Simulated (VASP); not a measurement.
# W in VASP: further runs, part 2 of 3

VASP 6.6.1. Earlier steps stand in the parts before.

### 3 Single point, PBEsol (strain -0.015 along x and y, -0.015 along z)

Contents of INCAR:

```
ALGO     = Normal         # electronic algorithm
EDIFF    = 1E-6           # SCF threshold, eV
ENCUT    = 520            # plane-wave cutoff, eV
GGA      = PS             # functional
ISIF     = 2              # what is computed and relaxed
ISMEAR   = 0              # smearing method
LASPH    = T              # aspherical terms in the spheres
LCHARG   = F              # write CHGCAR
LREAL    = F              # projectors in reciprocal space
LWAVE    = F              # write WAVECAR
NBANDS   = 13             # bands
NELM     = 100            # most SCF steps
PREC     = Accurate       # precision mode
SIGMA    = 0.15           # smearing width, eV
```

Contents of KPOINTS:

```
k-points
0
Gamma
  26 26 26
```

Contents of POSCAR:

```
W
1.0
    0.0000000000      1.9690108304      1.9690108304
    1.9690108304      0.0000000000      1.9690108304
    1.9690108304      1.9690108304      0.0000000000
W
1
Direct
    0.0000000000      0.0000000000      0.0000000000
```

Potentials or basis: VASP PAW PBE potentials, release 64 (W_sv).

Launch:

```sh
> cat potpaw_PBE.64/W_sv/POTCAR > POTCAR
> mpirun -np 1 vasp_std > vasp.out
```

OUTCAR:

```text
EDIFF = 1E-6
   ENCUT = 520
   GGA = PS
   ISIF = 2
   ISMEAR = 0
   LASPH = T
   LREAL = F
   NELM = 100
   PREC = Accurate

 ion  position               nearest neighbor table
   1  0.000  0.000  0.000-

  LATTYP: Found a face centered cubic cell.
 ALAT       =     3.9380216608

  Lattice vectors:

 A1 = (   0.0000000000,   1.9690108304,   1.9690108304)
 A2 = (   1.9690108304,   0.0000000000,   1.9690108304)
 A3 = (   1.9690108304,   1.9690108304,   0.0000000000)

Analysis of symmetry for initial positions (statically):
=====================================================================
 Subroutine PRICEL returns:
 Original cell was already a primitive cell.

 Routine SETGRP: Setting up the symmetry group for a
 face centered cubic supercell.

 Subroutine GETGRP returns: Found 48 space group operations
 (whereof 48 operations were pure point group operations)
 out of a pool of 48 trial point group operations.

The static configuration has the point symmetry O_h .

Analysis of symmetry for dynamics (positions and initial velocities):
=====================================================================
 Subroutine PRICEL returns:
 Original cell was already a primitive cell.

 Routine SETGRP: Setting up the symmetry group for a
 face centered cubic supercell.

 Subroutine GETGRP returns: Found 48 space group operations
 (whereof 48 operations were pure point group operations)
 out of a pool of 48 trial point group operations.

The dynamic configuration has the point symmetry O_h .

 Subroutine INISYM returns: Found 48 space group operations
 (whereof 48 operations are pure point group operations),
 and found     1 'primitive' translations

----------------------------------------------------------------------------------------

                                     Primitive cell

  volume of cell :      15.2677

  direct lattice vectors                    reciprocal lattice vectors
     0.000000000  1.969010830  1.969010830    -0.253934611  0.253934611  0.253934611
     1.969010830  0.000000000  1.969010830     0.253934611 -0.253934611  0.253934611
     1.969010830  1.969010830  0.000000000     0.253934611  0.253934611 -0.253934611

  length of vectors
     2.784601821  2.784601821  2.784601821     0.439827649  0.439827649  0.439827649

  position of ions in fractional coordinates (direct lattice)
     0.000000000  0.000000000  0.000000000

  ion indices of the primitive-cell ions
   primitive index   ion index
                 1           1

----------------------------------------------------------------------------------------

 KPOINTS: k-points

Automatic generation of k-mesh.
 Grid dimensions read from file:
 generate k-points for:   26   26   26

 Generating k-lattice:

  Cartesian coordinates                     Fractional coordinates (reciprocal lattice)
    -0.009766716  0.009766716  0.009766716     0.038461538  0.000000000  0.000000000
     0.009766716 -0.009766716  0.009766716     0.000000000  0.038461538  0.000000000
     0.009766716  0.009766716 -0.009766716     0.000000000  0.000000000  0.038461538

  Length of vectors
     0.016916448  0.016916448  0.016916448

  Shift w.r.t. Gamma in fractional coordinates (k-lattice)
     0.000000000  0.000000000  0.000000000

 Subroutine IBZKPT returns following result:
 ===========================================

 Found    511 irreducible k-points:

 Following reciprocal coordinates:
            Coordinates               Weight
  0.000000  0.000000  0.000000      1.000000
  0.038462  0.000000  0.000000      8.000000
  0.076923  0.000000  0.000000      8.000000
  0.115385  0.000000  0.000000      8.000000
  0.153846  0.000000  0.000000      8.000000
  0.192308  0.000000  0.000000      8.000000
[... 16 lines left out ...]
  0.346154  0.038462  0.000000     24.000000
  0.384615  0.038462  0.000000     24.000000
 [... further k-points ...]
   k-points           NKPTS =    511   k-points in BZ     NKDIM =    511   number of bands    NBANDS=     13
   number of dos      NEDOS =    301   number of ions     NIONS =      1
   total plane-waves  NPLWV =  13824
   dimension x,y,z NGX =    24 NGY =   24 NGZ =   24
   dimension x,y,z NGXF=    48 NGYF=   48 NGZF=   48
   ions per type =               1
   NGX,Y,Z   is equivalent  to a cutoff of  14.33, 14.33, 14.33 a.u.
   NGXF,Y,Z  is equivalent  to a cutoff of  28.66, 28.66, 28.66 a.u.
 SYSTEM =  unknown system
   PREC   = accura    normal or accurate (medium, high low for compatibility)
   ISTART =      0    job   : 0-new  1-cont  2-samecut
   ICHARG =      2    charge: 1-file 2-atom 10-const
   ISPIN  =      1    spin polarized calculation?
   LNONCOLLINEAR =      F non collinear calculations
   LSORBIT =      F    spin-orbit coupling
   LASPH  =      T    aspherical Exc in radial PAW
   ENCUT  =  520.0 eV  38.22 Ry    6.18 a.u.   5.18  5.18  5.18*2*pi/ulx,y,z
   NELM   =    100;   NELMIN=  2; NELMDL= -5     # of ELM steps
   EDIFF  = 0.1E-05   stopping-criterion for ELM
   LREAL  =      F    real-space projection
   EDIFFG = 0.1E-04   stopping-criterion for IOM
   NSW    =      0    number of steps for IOM
   IBRION =     -1    ionic relax: 0-MD 1-quasi-New 2-CG
   NFREE  =      0    steps in history (QN), initial steepest desc. (CG)
   ISIF   =      2    stress and relaxation
   ISYM   =      2    0-nonsym 1-usesym 2-fastsym
   POTIM  = 0.5000    time-step for ionic-motion
   TEBEG  =    0.0;   TEEND  =   0.0 temperature during run
   PSTRESS=    0.0 pullay stress
   NELECT =      14.0000    total number of electrons
   NUPDOWN=      -1.0000    fix difference up-down
   EMIN   =  10.00;   EMAX   =-10.00  energy-range for DOS
   EFERMI =   0.00;   METHOD = LEGACY
   ISMEAR =     0;   SIGMA  =   0.15  broadening in eV -4-tet -1-fermi 0-gaus
   EFERMI_NEDOS =   21; number of points for ismear=-14 and -15
   IALGO  =     38    algorithm
   IMIX   =      4    mixing-type and parameters
     AMIX     =   0.40;   BMIX     =  1.00
     AMIX_MAG =   1.60;   BMIX_MAG =  1.00
  volume/ion in A,a.u.               =      15.27       103.03
  Fermi-wavevector in a.u.,A,eV,Ry     =   1.590472  3.005557 34.417321  2.529602
  Thomas-Fermi vector in A             =   2.689162
   LORBIT       =      0    0 simple, 1 ext, 2 COOP (PROOUT), +10 PAW based schemes
   GGA     = PS    functional components
   LHFCALC =     F    Hartree Fock is set to
   AEXX    =    0.0000 exact exchange contribution
   IVDW    =     0    specifies the selected vdW correction
   LEPSILON=     F    determine dielectric tensor
   LRPA    =     F    only Hartree local field effects (RPA)
 non-spin polarized calculation
 Gauss-broadening in eV      SIGMA  =   0.15
  energy-cutoff  :      520.00
  volume of cell :       15.27
 maximum number of plane-waves:       424
 NGX is ok and might be reduce to    24
   NGX = 11   NGY = 11   NGZ = 11

 number of electron      13.9999999 magnetization

 Free energy of the ion-electron system (eV)
  ---------------------------------------------------
  ext. energy  EPLUGINS =         0.00000000
  ---------------------------------------------------
  free energy    TOTEN  =       -13.28090207 eV

  energy without entropy =      -13.26811586  energy(sigma->0) =      -13.27450896

 E-fermi :  11.3299     XC(G=0): -13.9634

 val. band max:       11.3280848786   @ k =   0.4615   0.3077   0.0000
 cond. band min:      11.3355787348   @ k =   0.2308   0.2308   0.0000
 fundamental gap:      0.0074938563
 Fermi energy:        11.3298536055

 k-point     1 :       0.0000    0.0000    0.0000
  band No.  band energies     occupation
      1     -62.1577      2.00000
      2     -25.6785      2.00000
      3     -25.6785      2.00000
      4     -25.6785      2.00000
      5       1.9560      2.00000
      6      10.6770      2.00000
      7      10.6770      2.00000
      8      10.6770      2.00000
      9      14.1332      0.00000
     10      14.1332      0.00000
     11      24.2442      0.00000
     12      29.7911      0.00000
     13      29.7911      0.00000
[... 353 lines left out ...]
 k-point    24 :       0.3846    0.0385    0.0000
  band No.  band energies     occupation
      1     -62.0316      2.00000
      2     -26.9302      2.00000
      3     -25.8590      2.00000
      4     -25.8461      2.00000
      5       5.3025      2.00000
      6      10.5324      2.00000
      7      10.7405      2.00000
      8      10.7538      2.00000
      9      15.6306      0.00000
     10      16.1089      0.00000
     11      23.1899      0.00000
     12      26.6996      0.00000
     13      32.5025      0.00000

 [... further k-points ...]
[... 5 lines left out ...]
  --------------------------------------------------------------------------------------
  -------------------------------------------------------------------------------------
  Total        1.4987758      1.4987758      1.4987758      0.0000000      0.0000000      0.0000000
  in kB      157.2797982    157.2797982    157.2797982      0.0000000      0.0000000      0.0000000
  external PRESSURE =     157.2797982 kB  Pullay stress =       0.0000000 kB

 VOLUME and BASIS-vectors are now :
 -----------------------------------------------------------------------------
  energy-cutoff  :      520.00
  volume of cell :       15.27
      direct lattice vectors                 reciprocal lattice vectors
     0.000000000  1.969010830  1.969010830    -0.253934611  0.253934611  0.253934611
     1.969010830  0.000000000  1.969010830     0.253934611 -0.253934611  0.253934611
     1.969010830  1.969010830  0.000000000     0.253934611  0.253934611 -0.253934611

 POSITION                                       TOTAL-FORCE (eV/Angst)
 -----------------------------------------------------------------------------------
      0.00000      0.00000      0.00000         0.000000     -0.000000     -0.000000
 -----------------------------------------------------------------------------------
    total drift:                               -0.000000      0.000000      0.000000

  FREE ENERGIE OF THE ION-ELECTRON SYSTEM (eV)
  ---------------------------------------------------
  free  energy   TOTEN  =       -13.2809020660 eV

  energy  without entropy=      -13.2681158638  energy(sigma->0) =      -13.27450896
```

It took 27 s on 1 thread of Intel Xeon 6975P-C (Granite Rapids), shared host; peak memory 0.21 GiB.

Results:

- Free energy: -13.2809 eV
- Pressure: 15.7 GPa
- Band gap on the k mesh: zero (band 7 reaches 14.84 eV, above the bottom of band 8 at 10.68 eV)

Caveat: the cell differs from its parent crystal (strain -0.015 along x and y, -0.015 along z); the PAW data sets were made with another functional, which shifts forces and pressure a little; spin-orbit coupling is left out, which moves the levels of the heavy elements.

### 4 Single point, PBEsol (strain +0.015 along x and y, +0.015 along z)

Contents of INCAR:

```
PREC = Accurate
ENCUT = 520
EDIFF = 1E-6
ISMEAR = 0
SIGMA = 0.15
LREAL = False
LASPH = True
NELM = 100
ALGO = Fast
ISIF = 2
LWAVE = False
LCHARG = True
GGA = PS
LELF = True
LVHAR = True
NBANDS = 13
```

Contents of KPOINTS:

```
Automatic mesh
0
Gamma
  26 26 26
```

Contents of POSCAR:

```
W
1.0
    0.0000000000      2.0289807034      2.0289807034
    2.0289807034      0.0000000000      2.0289807034
    2.0289807034      2.0289807034      0.0000000000
W
1
Direct
    0.0000000000      0.0000000000      0.0000000000
```

Potentials or basis: VASP PAW PBE potentials, release 64 (W_sv).

Launch:

```sh
> cat potpaw_PBE.64/W_sv/POTCAR > POTCAR
> mpirun -np 1 vasp_std > vasp.out
```

OUTCAR:

```text
PREC = Accurate
   ENCUT = 520
   EDIFF = 1E-6
   ISMEAR = 0
   LREAL = False
   LASPH = True
   NELM = 100
   ISIF = 2
   GGA = PS

 ion  position               nearest neighbor table
   1  0.000  0.000  0.000-

  LATTYP: Found a face centered cubic cell.
 ALAT       =     4.0579614068

  Lattice vectors:

 A1 = (   0.0000000000,   2.0289807034,   2.0289807034)
 A2 = (   2.0289807034,   0.0000000000,   2.0289807034)
 A3 = (   2.0289807034,   2.0289807034,   0.0000000000)

Analysis of symmetry for initial positions (statically):
=====================================================================
 Subroutine PRICEL returns:
 Original cell was already a primitive cell.

 Routine SETGRP: Setting up the symmetry group for a
 face centered cubic supercell.

 Subroutine GETGRP returns: Found 48 space group operations
 (whereof 48 operations were pure point group operations)
 out of a pool of 48 trial point group operations.

The static configuration has the point symmetry O_h .

Analysis of symmetry for dynamics (positions and initial velocities):
=====================================================================
 Subroutine PRICEL returns:
 Original cell was already a primitive cell.

 Routine SETGRP: Setting up the symmetry group for a
 face centered cubic supercell.

 Subroutine GETGRP returns: Found 48 space group operations
 (whereof 48 operations were pure point group operations)
 out of a pool of 48 trial point group operations.

The dynamic configuration has the point symmetry O_h .

 Subroutine INISYM returns: Found 48 space group operations
 (whereof 48 operations are pure point group operations),
 and found     1 'primitive' translations

----------------------------------------------------------------------------------------

                                     Primitive cell

  volume of cell :      16.7057

[... 109 lines left out ...]
  Thomas-Fermi vector in A             =   2.649122
   LORBIT       =      0    0 simple, 1 ext, 2 COOP (PROOUT), +10 PAW based schemes
   GGA     = PS    functional components
   LHFCALC =     F    Hartree Fock is set to
   AEXX    =    0.0000 exact exchange contribution
   IVDW    =     0    specifies the selected vdW correction
   LEPSILON=     F    determine dielectric tensor
   LRPA    =     F    only Hartree local field effects (RPA)
 non-spin polarized calculation
 RMM-DIIS sequential band-by-band and
 Gauss-broadening in eV      SIGMA  =   0.15
  energy-cutoff  :      520.00
  volume of cell :       16.71
 maximum number of plane-waves:       465
 NGX is ok and might be reduce to    24
   NGX = 11   NGY = 11   NGZ = 11

 number of electron      14.0000002 magnetization

 Free energy of the ion-electron system (eV)
  ---------------------------------------------------
  ext. energy  EPLUGINS =         0.00000000
  ---------------------------------------------------
  free energy    TOTEN  =       -13.28994608 eV

  energy without entropy =      -13.27481528  energy(sigma->0) =      -13.28238068

 E-fermi :  10.0781     XC(G=0): -13.4571

 val. band max:       10.0748002854   @ k =  -0.3846   0.3846   0.0385
 cond. band min:      10.0864147354   @ k =   0.2308   0.1154   0.0385
 fundamental gap:      0.0116144500
 Fermi energy:        10.0781019525

 k-point     1 :       0.0000    0.0000    0.0000
  band No.  band energies     occupation
      1     -63.5891      2.00000
      2     -27.2369      2.00000
      3     -27.2369      2.00000
      4     -27.2369      2.00000
      5       1.1642      2.00000
      6       9.5367      2.00000
      7       9.5367      2.00000
      8       9.5367      2.00000
      9      12.5736      0.00000
     10      12.5736      0.00000
     11      22.8814      0.00000
     12      27.9735      0.00000
     13      27.9735      0.00000
[... 354 lines left out ...]
  band No.  band energies     occupation
      1     -63.5052      2.00000
      2     -28.1601      2.00000
      3     -27.3726      2.00000
      4     -27.3629      2.00000
      5       4.4563      2.00000
      6       9.2958      2.00000
      7       9.4986      2.00000
      8       9.6165      1.99999
      9      13.9095      0.00000
     10      14.3191      0.00000
     11      21.3130      0.00000
     12      24.3769      0.00000
     13      30.0221      0.00000

 [... further k-points ...]
[... 5 lines left out ...]
  --------------------------------------------------------------------------------------
  -------------------------------------------------------------------------------------
  Total       -1.2390965     -1.2390965     -1.2390965     -0.0000000      0.0000000      0.0000000
  in kB     -118.8370775   -118.8370775   -118.8370775     -0.0000000      0.0000000      0.0000000
  external PRESSURE =    -118.8370775 kB  Pullay stress =       0.0000000 kB

 VOLUME and BASIS-vectors are now :
 -----------------------------------------------------------------------------
  energy-cutoff  :      520.00
  volume of cell :       16.71
      direct lattice vectors                 reciprocal lattice vectors
     0.000000000  2.028980703  2.028980703    -0.246429155  0.246429155  0.246429155
     2.028980703  0.000000000  2.028980703     0.246429155 -0.246429155  0.246429155
     2.028980703  2.028980703  0.000000000     0.246429155  0.246429155 -0.246429155

 POSITION                                       TOTAL-FORCE (eV/Angst)
 -----------------------------------------------------------------------------------
      0.00000      0.00000      0.00000        -0.000000     -0.000000     -0.000000
 -----------------------------------------------------------------------------------
    total drift:                                0.000000      0.000000     -0.000000

  FREE ENERGIE OF THE ION-ELECTRON SYSTEM (eV)
  ---------------------------------------------------
  free  energy   TOTEN  =       -13.2899460823 eV

  energy  without entropy=      -13.2748152755  energy(sigma->0) =      -13.28238068
```

OSZICAR:

```text
N       E                     dE             d eps       ncg     rms          rms(c)
DAV:   1     0.832001077840E+02    0.83200E+02   -0.74764E+03 13371   0.122E+03
DAV:   2    -0.123463354580E+02   -0.95546E+02   -0.92001E+02 14741   0.315E+02
DAV:   3    -0.139974466491E+02   -0.16511E+01   -0.16417E+01 14806   0.399E+01
DAV:   4    -0.140046340242E+02   -0.71874E-02   -0.71869E-02 14786   0.291E+00
DAV:   5    -0.140046979418E+02   -0.63918E-04   -0.63916E-04 15051   0.259E-01    0.190E+01
RMM:   6    -0.134305382027E+02    0.57416E+00   -0.46986E-01 14418   0.623E+00    0.754E+00
RMM:   7    -0.132939347170E+02    0.13660E+00   -0.29873E-01 14509   0.492E+00    0.805E-01
RMM:   8    -0.132902120157E+02    0.37227E-02   -0.12079E-02 16374   0.117E+00    0.236E-01
RMM:   9    -0.132899537363E+02    0.25828E-03   -0.16400E-03 16021   0.474E-01    0.273E-02
RMM:  10    -0.132899501688E+02    0.35675E-05   -0.24276E-04 16831   0.189E-01    0.106E-02
RMM:  11    -0.132899451938E+02    0.49750E-05   -0.38221E-05 17069   0.748E-02    0.320E-03
RMM:  12    -0.132899460823E+02   -0.88852E-06   -0.88477E-06 14791   0.360E-02
   1 F= -.13289946E+02 E0= -.13282381E+02  d E =-.151308E-01
```

stdout:

```text
POSCAR found type information on POSCAR W
 POSCAR found :  1 types and       1 ions
 scaLAPACK will be used
 -----------------------------------------------------------------------------
|                                                                             |
|                                                                             |
|     You enforced a specific xc type in the INCAR file but a different       |
|     I HOPE YOU KNOW WHAT YOU ARE DOING!                                     |
|                                                                             |
 -----------------------------------------------------------------------------

 LDA part: xc-table for (Slater+PW92), standard interpolation
 POSCAR, INCAR and KPOINTS ok, starting setup
 FFT: planning ... GRIDC
 FFT: planning ... GRID_SOFT
 FFT: planning ... GRID
 WAVECAR not read
 entering main loop
WARNING in EDDRMM: call to ZHEGV failed, returncode =   8  4     12
WARNING in EDDRMM: call to ZHEGV failed, returncode =   8  4     13
```

Run time: 36 s. Hardware: 1 thread of Intel Xeon 6975P-C (Granite Rapids), shared host; peak memory 0.22 GiB.

What came out:

| Quantity | Value |
| --- | --- |
| Free energy | -13.2899 eV |
| Pressure | -11.9 GPa |
| Band gap on the k mesh | zero (band 7 reaches 13.04 eV, above the bottom of band 8 at 9.54 eV) |

Levels at points of the mesh, in eV from the Fermi level:
```
           k point  band 5  band 6  band 7  band 8  band 9  band 10
(0.00, 0.00, 0.00)   -8.91   -0.54   -0.54   -0.54    2.50     2.50
(0.50, 0.00, 0.00)   -5.52   -0.76   -0.76    0.60    4.92     4.92
(0.50, 0.50, 0.00)   -5.38   -4.41    2.97    4.88    5.64     5.64
```

Caveat: the cell differs from its parent crystal (strain +0.015 along x and y, +0.015 along z); the PAW data sets were made with another functional, which shifts forces and pressure a little; spin-orbit coupling is left out, which moves the levels of the heavy elements.

(Part 2 of 3 ends here.)
